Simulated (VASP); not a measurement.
Wanted: the native input for a VASP 6.6.1 run.

* Task: single point
* Functional: PBEsol
* Potentials or basis: VASP PAW PBE potentials, release 64 (Zn, K_sv, F)
* Cutoff: 520 eV
* k mesh: 7 × 7 × 7
* Occupations: fermi-dirac, width 0.05 eV
* Spin: no spin polarisation
* Dipole correction: no
* Further INCAR settings: ALGO = Normal; EDIFF = 1e-07; NBANDS = 29

The structure of KZnF3 lies in POSCAR:

```
KZnF3
1.0
    3.9673237403      0.0000000000      0.0000000000
    0.0000000000      3.9673237403      0.0000000000
    0.0000000000      0.0000000000      3.9673237403
Zn K F
1 1 3
Direct
    0.5000000000      0.5000000000      0.5000000000
    0.0000000000      0.0000000000      0.0000000000
    0.5000000000      0.0000000000      0.5000000000
    0.0000000000      0.5000000000      0.5000000000
    0.5000000000      0.5000000000      0.0000000000
```

These files were run (other wordings do the same):

INCAR

```
SYSTEM = KZnF3
ALGO = Normal ; EDIFF = 1E-7
ENCUT = 520 ; GGA = PS
ISIF = 2 ; ISMEAR = -1
LASPH = .True. ; LCHARG = .True.
LELF = .True. ; LREAL = .False.
LVHAR = .True. ; LWAVE = .False.
NBANDS = 29 ; NELM = 60
PREC = Accurate ; SIGMA = 0.05
```

KPOINTS

```
k-points
0
Gamma
  7 7 7
  0 0 0
```

Potentials or basis: VASP PAW PBE potentials, release 64 (Zn, K_sv, F).

Command:

```bash
$ cat potpaw_PBE.64/Zn/POTCAR potpaw_PBE.64/K_sv/POTCAR potpaw_PBE.64/F/POTCAR > POTCAR
$ mpirun -np 1 vasp_std > vasp.out
```

Results of the run:

```
Pressure               : 6.4 GPa
Band gap on the k mesh : 3.91 eV, indirect (least direct gap 6.02 eV)
```

Caveat: the PAW data sets were made with another functional, which shifts forces and pressure a little.

Wall time 18 s on 1 thread of Intel(R) Xeon(R) 6975P-C (Granite Rapids), on a shared host, peak memory 0.19 GiB.
